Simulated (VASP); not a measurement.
Input of a VASP 6.6.1 run:

INCAR

```
PREC = Accurate ; ENCUT = 520
EDIFF = 1E-6 ; ISMEAR = 0
SIGMA = 0.1 ; LREAL = False
LASPH = True ; NELM = 60
ALGO = Normal ; ISIF = 2
LWAVE = False ; LCHARG = True
GGA = PE ; LELF = True
LVHAR = True ; NBANDS = 24
```

Contents of KPOINTS:

```
regular mesh
0
Gamma
  18 18 8
```

Contents of POSCAR:

```
AlV2C
1.0
    2.8864350412      0.0000000000      0.0000000000
   -1.4432175206      2.4997260721      0.0000000000
    0.0000000000      0.0000000000      6.7697260838
Al V C
1 2 1
Direct
    0.0000000000      0.0000000000      0.0000000000
    0.3333333333      0.6666666667      0.3338804694
    0.6666666667      0.3333333333      0.6661195306
    0.0000000000      0.0000000000      0.5000000000
```

Potentials or basis: VASP PAW PBE potentials, release 64 (Al, V_sv, C).

Run with:

```bash
$ cat potpaw_PBE.64/Al/POTCAR potpaw_PBE.64/V_sv/POTCAR potpaw_PBE.64/C/POTCAR > POTCAR
$ mpirun -np 1 vasp_std > vasp.out
```

Question: Predict the band gap on the k mesh.

Answer: Zero (an odd number of electrons rules out a gap without spin polarisation).

Question: What does it give for the largest force?

Answer: 0.054 eV/Å.

Stress tensor (GPa, compression positive):
```
0.35 0.00 0.00
0.00 0.35 0.00
0.00 0.00 0.27
```
